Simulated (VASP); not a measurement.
Crystal: BaTiO3.

```xyz
5
Lattice="2.8194 1.6424 2.2964 -2.8266 1.6079 2.3294 -0.0334 -3.2906 2.3413" Properties=species:S:1:pos:R:3 pbc="T T T"
Ba   -0.0358   -0.0883    0.1235
Ti    0.0256   -0.0630    3.5827
O    -0.0130   -1.6306    4.4847
O    -1.4118    0.8068    4.4534
O     1.4501    0.8479    4.6663
```

Base run:

| Quantity | Value |
| --- | --- |
| Program | VASP 6.6.1 |
| Functional | PBEsol |
| Potentials or basis | VASP PAW PBE potentials, release 64 (Ba_sv, Ti_sv, O) |
| Cutoff | 520 eV |
| k mesh | 4 × 4 × 4 |
| Occupations | gaussian, width 0.02 eV |
| Spin | no spin polarisation |

Its results: band gap on the k mesh 2.09 eV (least direct gap 2.46 eV); pressure 1.8 GPa; largest force 1.516 eV/Å.

Problem. The run is repeated on the same cell with these changes: k mesh from 4 × 4 × 4 to 2 × 2 × 2. What comes out?

Solution. Band gap on the k mesh 1.97 eV (least direct gap 2.35 eV); pressure 3.0 GPa; largest force 1.955 eV/Å.

Caveats: some runs use coarse meshes; the PAW data sets were made with another functional, which shifts forces and pressure a little; spin-orbit coupling is left out, which moves the levels of the heavy elements.

A k mesh can miss the band edges.
